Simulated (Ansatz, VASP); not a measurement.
## Cs in VASP and in Ansatz

Contents of INCAR:

```
SYSTEM = Cs
PREC = Accurate
ENCUT = 500
EDIFF = 1E-6
ISMEAR = -1
SIGMA = 0.1
LREAL = .FALSE.
LASPH = .TRUE.
NELM = 120
ALGO = Normal
ISIF = 2
LWAVE = .FALSE.
LCHARG = .TRUE.
GGA = PE
LELF = .TRUE.
LVHAR = .TRUE.
NBANDS = 16
GGA_COMPAT = .FALSE.
```

KPOINTS

```
regular mesh
0
G
  6 6 6
  0 0 0
```

Contents of POSCAR:

```
Cs
1.0
    0.0000000000      5.4621131616      5.4621131616
    5.4621131616      0.0000000000      5.4621131616
    5.4621131616      5.4621131616      0.0000000000
Cs
2
Direct
    0.1250000000      0.1250000000      0.1250000000
    0.8750000000      0.8750000000      0.8750000000
```

Input for Ansatz:

```yaml
crystal:
  lattice:
    - [0.0, 5.4621131616, 5.4621131616]
    - [5.4621131616, 0.0, 5.4621131616]
    - [5.4621131616, 5.4621131616, 0.0]
  atoms:
    - { symbol: Cs, position: [0.125, 0.125, 0.125] }
    - { symbol: Cs, position: [0.875, 0.875, 0.875] }
hamiltonian:
  xc: pbe
  pseudopotentials:
    kind: paw
    azcp:
      Cs: "pseudopotentials/Cs.paw.azcp"
basis:
  ecutwfc: 420
  fft_grid_basis: typed
kpoints:
  mp_grid: { grid: [6, 6, 6], shift: [0, 0, 0] }
magnetization:
  spin_polarized: false
scf:
  occupations: { method: fermi_dirac, width: 0.1 }
  lower_state_search: "off"
output:
  stress: true
```

Alike in both runs: task single point; functional PBE; k mesh 6 × 6 × 6; occupations fermi-dirac, width 0.1 eV; no spin polarisation.

|  | VASP | Ansatz |
| --- | --- | --- |
| version | VASP 6.6.1 | Ansatz 0.2.0 |
| potentials or method | VASP PAW PBE potentials, release 64 (Cs_sv), cutoff 500 eV | plane waves (420 eV) with PAW, scalar-relativistic |
| valence electrons in the cell | 18 | 18 |

```tsv
	VASP	Ansatz	Ansatz less VASP
pressure (GPa)	0.1	0.1	0.00
```

The functional is the same, so the differences come from potentials, cutoffs and numerics.

Neither program's run includes spin-orbit coupling.
